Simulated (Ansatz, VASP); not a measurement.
# Two plane-wave programs on Ga2SnO4

```xyz
7
Lattice="0.0000 5.1523 5.1779 2.7059 0.0000 5.1779 2.7059 5.1523 0.0000" Properties=species:S:1:pos:R:3 pbc="T T T"
Ga    1.3530    2.5761    2.5889
Ga    4.0589    7.7284    7.7668
Sn    0.0000    0.0000    0.0000
O     2.7059    8.6602    6.8290
O     2.7059    1.6443    6.8290
O     2.7059    8.6602    3.5267
O     2.7059    1.6443    3.5267
```

Alike in both runs: functional PBE; k mesh 6 × 6 × 6; occupations gaussian, width 0.02 eV; no spin polarisation.

Ansatz relaxed the structure, and its values are those at the end. VASP's run is a single point on that final structure, the one shown.

|  | VASP | Ansatz |
| --- | --- | --- |
| version | VASP 6.6.1 | Ansatz 0.2.0 |
| potentials or method | VASP PAW PBE potentials, release 64 (Ga_d, Sn_d, O), cutoff 520 eV | scalar-relativistic, plane waves, PAW |
| valence electrons in the cell | 64 | 64 |

VASP gave:

```
gap on the k mesh at the Fermi level (eV) : 0.69
least direct gap on the mesh (eV)         : 1.09
pressure (GPa)                            : 0.3
rms of the force components (eV/Å)        : 0.028
```

Task: What did Ansatz give for the same quantities?

Result: gap on the k mesh at the Fermi level (eV): 0.70; least direct gap on the mesh (eV): 1.10; pressure (GPa): 0.0; rms of the force components (eV/Å): 0.000.

With one functional, cell and mesh, what is left measures potentials, basis and numerics.
